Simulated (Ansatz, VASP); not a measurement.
# SiNi in VASP and in Ansatz

```xyz
8
Lattice="4.2893 0.0000 0.0000 0.0000 4.2893 0.0000 0.0000 0.0000 4.4680" Properties=species:S:1:pos:R:3 pbc="T T T"
Si    3.6307    3.6307    3.7820
Si    2.8032    0.6586    1.5480
Si    1.4861    2.8032    0.6860
Si    0.6586    1.4861    2.9200
Ni    0.6391    0.6391    0.6657
Ni    1.5056    3.6502    2.8997
Ni    2.7837    1.5056    3.8023
Ni    3.6502    2.7837    1.5683
```

Change from the starting cell: strain -0.040 along x and y, +0.000 along z, atoms carried along.

Alike in both runs: task single point; functional PBEsol; k mesh 10 × 10 × 10; occupations gaussian, width 0.15 eV; no spin polarisation.

|  | VASP | Ansatz |
| --- | --- | --- |
| version | VASP 6.6.1 | Ansatz 0.2.0 |
| potentials or method | VASP PAW PBE potentials, release 64 (Si, Ni), cutoff 520 eV | scalar-relativistic, plane waves, PAW |
| valence electrons in the cell | 56 | 88 |

```tsv
	VASP	Ansatz	Ansatz less VASP
gap on the k mesh at the Fermi level (eV)	none	none	-
pressure (GPa)	20.5	20.2	-0.26
traceless stress, the component that is largest in VASP (GPa)	-4.57	-4.49	+0.080
rms of the force components (eV/Å)	0.096	0.095	-0.0009
```

VASP's potentials were made for PBE, not for PBEsol. Atom by atom the forces differ by 0.002 eV/Å (rms over components). A gap of «none» marks a metal or a gap that the smearing closes. VASP's potentials hold 56 valence electrons a cell and Ansatz's 88, so a difference there can come from the potentials and not from the codes.
